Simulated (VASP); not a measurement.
Write the native input for VASP 6.6.1 that does the following.

```
Task                   : single point
Functional             : LDA
Potentials or basis    : VASP PAW LDA potentials, release 64 (Sn_d, Se)
Cutoff                 : 520 eV
k mesh                 : 9 × 9 × 9
Occupations            : fermi-dirac, width 0.02 eV
Spin                   : no spin polarisation
Dipole correction      : no
Further INCAR settings : ALGO = Normal; EDIFF = 1e-06; NBANDS = 17
```

The structure of SnSe lies in POSCAR:

```
SnSe
1.0
    0.0000000000      2.9693193375      2.9693193375
    2.9693193375      0.0000000000      2.9693193375
    2.9693193375      2.9693193375      0.0000000000
Sn Se
1 1
Direct
    0.0000000000      0.0000000000      0.0000000000
    0.5000000000      0.5000000000      0.5000000000
```

This cell differs from its parent crystal: volume scaled by 0.96.

One way to write it, as run:

INCAR

```
PREC     = Accurate       # precision mode
ENCUT    = 520            # plane-wave cutoff, eV
EDIFF    = 1E-6           # SCF threshold, eV
ISMEAR   = -1             # smearing method
SIGMA    = 0.02           # smearing width, eV
LREAL    = False          # projectors in reciprocal space
LASPH    = True           # aspherical terms in the spheres
NELM     = 100            # most SCF steps
ALGO     = Normal         # electronic algorithm
ISIF     = 2              # what is computed and relaxed
LWAVE    = False          # write WAVECAR
LCHARG   = False          # write CHGCAR
GGA      = CA             # functional
NBANDS   = 17             # bands
```

KPOINTS

```
regular mesh
0
Gamma
  9 9 9
```

Potentials or basis: VASP PAW LDA potentials, release 64 (Sn_d, Se).

Command:

```console
$ cat potpaw_LDA.64/Sn_d/POTCAR potpaw_LDA.64/Se/POTCAR > POTCAR
$ mpirun -np 1 vasp_std > vasp.out
```

It gave:

The pressure is -1.1 GPa.

Wall time 14 s on 1 thread of Intel(R) Xeon(R) Platinum 8488C (Sapphire Rapids) (shared host), peak memory 0.17 GiB.
